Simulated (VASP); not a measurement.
Input of a VASP 6.6.1 run:

The input INCAR:

```
  ALGO = Normal
  EDIFF = 1E-6
  ENCUT = 520
  GGA = PS
  ISIF = 2
  ISMEAR = -1
  IVDW = 13
  LASPH = True
  LCHARG = False
  LREAL = False
  LWAVE = False
  NBANDS = 35
  NELM = 100
  PREC = Accurate
  SIGMA = 0.05
```

The input KPOINTS:

```
k-points
0
Gamma
  10 10 2
```

File POSCAR:

```
MoS2
1.0
    3.1239682703      0.0000000000      0.0000000000
   -1.5619841352      2.7054358827      0.0000000000
    0.0000000000      0.0000000000     21.4488969259
Mo S
2 4
Direct
    0.3333333333      0.6666666667      0.8609370356
    0.6666666667      0.3333333333      0.1390629644
    0.6666666667      0.3333333333      0.7881718637
    0.3333333333      0.6666666667      0.0662710651
    0.6666666667      0.3333333333      0.9337289349
    0.3333333333      0.6666666667      0.2118281363
```

Potentials or basis: VASP PAW PBE potentials, release 64 (Mo_sv, S).

The run is started by

```bash
$ cat potpaw_PBE.64/Mo_sv/POTCAR potpaw_PBE.64/S/POTCAR > POTCAR
$ mpirun -np 1 vasp_std > vasp.out
```

(1) Predict the band gap on the k mesh.

(2) What does it give for the dispersion energy per atom?

(3) What does it give for the largest force?

Results:

(1) 1.19 eV (least direct gap 2.05 eV).

(2) -0.214 eV.

(3) 0.005 eV/Å.

Caveat: the PAW data sets were made with another functional, which shifts forces and pressure a little.
